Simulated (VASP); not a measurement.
# Re (P6_3/mmc) in VASP: a series of runs, part 2 of 3

VASP 6.6.1.

## Step 4: Relaxation of shape and atoms at fixed volume, PBE (volume scaled by 0.97)

INCAR

```
SYSTEM = Re
PREC = Accurate ; ENCUT = 600
EDIFF = 1E-6 ; ISMEAR = 0
SIGMA = 0.1 ; LREAL = .FALSE.
LASPH = .TRUE. ; NELM = 60
ALGO = Normal ; ISIF = 4
LWAVE = .FALSE. ; LCHARG = .FALSE.
GGA = PE ; IBRION = 2
NSW = 50 ; EDIFFG = -0.01
```

KPOINTS

```
regular mesh
0
G
  18 18 10
  0 0 0
```

POSCAR

```
Re
1.0
    2.7468560040      0.0000000000      0.0000000000
   -1.3734280020      2.3788470800      0.0000000000
    0.0000000000      0.0000000000      4.4388306177
Re
2
Direct
    0.3333333333      0.6666666667      0.2500000000
    0.6666666667      0.3333333333      0.7500000000
```

Potentials or basis: VASP PAW PBE potentials, release 64 (Re).

Started as:

```
$ cat potpaw_PBE.64/Re/POTCAR > POTCAR
$ mpirun -np 1 vasp_std > vasp.out
```

OUTCAR:

```text
SYSTEM = Re
   PREC = Accurate
   ENCUT = 600
   EDIFF = 1E-6
   ISMEAR = 0
   LREAL = .FALSE.
   LASPH = .TRUE.
   NELM = 60
   ISIF = 4
   GGA = PE
   IBRION = 2
   NSW = 50
   EDIFFG = -0.01

 ion  position               nearest neighbor table
   1  0.333  0.667  0.250-   2 2.73   2 2.73   2 2.73   2 2.73   2 2.73   2 2.73
   2  0.667  0.333  0.750-   1 2.73   1 2.73   1 2.73   1 2.73   1 2.73   1 2.73

  LATTYP: Found a hexagonal cell.
 ALAT       =     2.7468560040
 C/A-ratio  =     1.6159677141

  Lattice vectors:

 A1 = (   2.7468560040,   0.0000000000,   0.0000000000)
 A2 = (  -1.3734280020,   2.3788470800,   0.0000000000)
 A3 = (   0.0000000000,   0.0000000000,   4.4388306177)

Analysis of symmetry for initial positions (statically):
=====================================================================
 Subroutine PRICEL returns:
 Original cell was already a primitive cell.

 Routine SETGRP: Setting up the symmetry group for a
 hexagonal supercell.

 Subroutine GETGRP returns: Found 24 space group operations
 (whereof 12 operations were pure point group operations)
 out of a pool of 24 trial point group operations.

The static configuration has the point symmetry D_3d.
 The point group associated with its full space group is D_6h.

Analysis of symmetry for dynamics (positions and initial velocities):
=====================================================================
 Subroutine PRICEL returns:
 Original cell was already a primitive cell.

 Routine SETGRP: Setting up the symmetry group for a
 hexagonal supercell.

 Subroutine GETGRP returns: Found 24 space group operations
 (whereof 12 operations were pure point group operations)
 out of a pool of 24 trial point group operations.

The dynamic configuration has the point symmetry D_3d.
 The point group associated with its full space group is D_6h.

[... 123 lines left out ...]
   GGA     = PE    functional components
   LHFCALC =     F    Hartree Fock is set to
   AEXX    =    0.0000 exact exchange contribution
   IVDW    =     0    specifies the selected vdW correction
   LEPSILON=     F    determine dielectric tensor
   LRPA    =     F    only Hartree local field effects (RPA)
 conjugate gradient relaxation of ions
 non-spin polarized calculation
 Gauss-broadening in eV      SIGMA  =   0.10
  energy-cutoff  :      600.00
  volume of cell :       29.00
 maximum number of plane-waves:       996
 NGX is ok and might be reduce to    24
   NGX = 11   NGY = 11   NGZ = 17

 number of electron      14.0000000 magnetization

 Free energy of the ion-electron system (eV)
  ---------------------------------------------------
  ext. energy  EPLUGINS =         0.00000000
  ---------------------------------------------------
  free energy    TOTEN  =       -24.82604714 eV

  energy without entropy =      -24.81793600  energy(sigma->0) =      -24.82199157

 E-fermi :   8.0522     XC(G=0): -13.8105

 val. band max:        8.0431330522   @ k =   0.3889   0.2222   0.3000
 cond. band min:       8.0584070125   @ k =   0.3889   0.0000   0.5000
 fundamental gap:      0.0152739603
 Fermi energy:         8.0522059913

 k-point     1 :       0.0000    0.0000    0.0000
  band No.  band energies     occupation
      1      -1.9009      2.00000
      2       1.3343      2.00000
      3       6.4417      2.00000
      4       6.4495      2.00000
      5       6.4495      2.00000
      6       7.3041      2.00000
      7       7.3041      2.00000
      8       8.2603      0.00325
      9       8.2603      0.00325
     10       8.7062      0.00000
     11      11.4973      0.00000
[... 309 lines left out ...]
 k-point    24 :       0.3889    0.1111    0.0000
  band No.  band energies     occupation
      1       2.3936      2.00000
      2       2.5223      2.00000
      3       2.8297      2.00000
      4       5.7583      2.00000
      5       5.9350      2.00000
      6       6.6610      2.00000
      7       7.4265      2.00000
      8      11.3344      0.00000
      9      11.9504      0.00000
     10      12.2395      0.00000
     11      13.8311      0.00000

 [... further k-points ...]

------------------------ aborting loop because EDIFF is reached ----------------------------------------

  FORCE on cell =-STRESS in cart. coord.  units (eV):
  Direction    XX          YY          ZZ          XY          YZ          ZX
  --------------------------------------------------------------------------------------
  -------------------------------------------------------------------------------------
  Total        2.1179979      2.1179979      2.1035657      0.0000000      0.0000000      0.0000000
  in kB      116.9944139    116.9944139    116.1972018      0.0000000      0.0000000      0.0000000
  external PRESSURE =     116.7286765 kB  Pullay stress =       0.0000000 kB

 VOLUME and BASIS-vectors are now :
 -----------------------------------------------------------------------------
  energy-cutoff  :      600.00
  volume of cell :       29.00
      direct lattice vectors                 reciprocal lattice vectors
     2.746856004  0.000000000  0.000000000     0.364052574  0.210185852  0.000000000
    -1.373428002  2.378847080  0.000000000     0.000000000  0.420371704  0.000000000
     0.000000000  0.000000000  4.438830618     0.000000000  0.000000000  0.225284559

 POSITION                                       TOTAL-FORCE (eV/Angst)
 -----------------------------------------------------------------------------------
     -0.00000      1.58590      1.10971        -0.000000      0.000000      0.000000
      1.37343      0.79295      3.32912         0.000000     -0.000000      0.000000
 -----------------------------------------------------------------------------------
    total drift:                               -0.000000      0.000000     -0.000000

  FREE ENERGIE OF THE ION-ELECTRON SYSTEM (eV)
  ---------------------------------------------------
  free  energy   TOTEN  =       -24.8260471392 eV

  energy  without entropy=      -24.8179360018  energy(sigma->0) =      -24.82199157

 reached required accuracy - stopping structural energy minimisation
```

OSZICAR:

```text
N       E                     dE             d eps       ncg     rms          rms(c)
DAV:   1     0.363804137266E+02    0.36380E+02   -0.75067E+03  8589   0.174E+03
DAV:   2    -0.184365464160E+02   -0.54817E+02   -0.47093E+02  7606   0.324E+02
DAV:   3    -0.257456410867E+02   -0.73091E+01   -0.58871E+01  8058   0.301E+02
DAV:   4    -0.261790635747E+02   -0.43342E+00   -0.38555E+00  8949   0.359E+01
DAV:   5    -0.261944596555E+02   -0.15396E-01   -0.14787E-01  8357   0.387E+00    0.439E+01
DAV:   6    -0.251906263692E+02    0.10038E+01   -0.94872E-01  9086   0.312E+01    0.184E+01
DAV:   7    -0.248390810133E+02    0.35155E+00   -0.70708E-01  9380   0.258E+01    0.584E-01
DAV:   8    -0.248266686176E+02    0.12412E-01   -0.10250E-02  9485   0.121E+00    0.194E-01
DAV:   9    -0.248260341541E+02    0.63446E-03   -0.45369E-04  9136   0.210E-01    0.381E-02
DAV:  10    -0.248260472975E+02   -0.13143E-04   -0.53926E-05  8195   0.670E-02    0.465E-03
DAV:  11    -0.248260471392E+02    0.15828E-06   -0.25975E-07  4447   0.196E-02
   1 F= -.24826047E+02 E0= -.24821992E+02  d E =-.248260E+02
```

Wall time 2 min (1 thread of Oxide Virtual Turin-like, shared host); peak memory 0.19 GiB.

Results:

```
Free energy             : -24.8260 eV
Pressure after relaxing : 11.7 GPa
Band gap on the k mesh  : zero (band 7 reaches 9.57 eV, above the bottom of band 8 at 6.32 eV)
```

Final structure:
```cif
data_structure
_symmetry_space_group_name_H-M 'P 1'
_symmetry_Int_Tables_number 1
_cell_length_a 2.7469
_cell_length_b 2.7469
_cell_length_c 4.4388
_cell_angle_alpha 90.000
_cell_angle_beta 90.000
_cell_angle_gamma 120.000
_cell_volume 29.00
loop_
_atom_site_label
_atom_site_type_symbol
_atom_site_fract_x
_atom_site_fract_y
_atom_site_fract_z
_atom_site_occupancy
Re1 Re 0.33333 0.66667 0.25000 1
Re2 Re 0.66667 0.33333 0.75000 1
```

Levels at points of the mesh, in eV from the Fermi level:
```csv
k point,band 4,band 5,band 6,band 7,band 8,band 9,band 10,band 11
"(0.00, 0.00, 0.00)",-1.60,-1.60,-0.75,-0.75,0.21,0.21,0.65,3.45
"(0.50, 0.00, 0.00)",-1.96,-1.72,-1.39,-0.60,4.07,4.48,4.62,6.22
"(0.00, 0.00, 0.50)",-2.41,-1.73,-1.73,-1.73,-1.73,2.62,2.62,2.62
"(0.50, 0.00, 0.50)",-4.17,0.41,0.41,0.97,0.97,4.39,4.41,4.89
```

Caveat: the relaxation stopped at its first step, so nothing moved; spin-orbit coupling is left out, which moves the levels of the heavy elements.

[end of part 2 of 3]
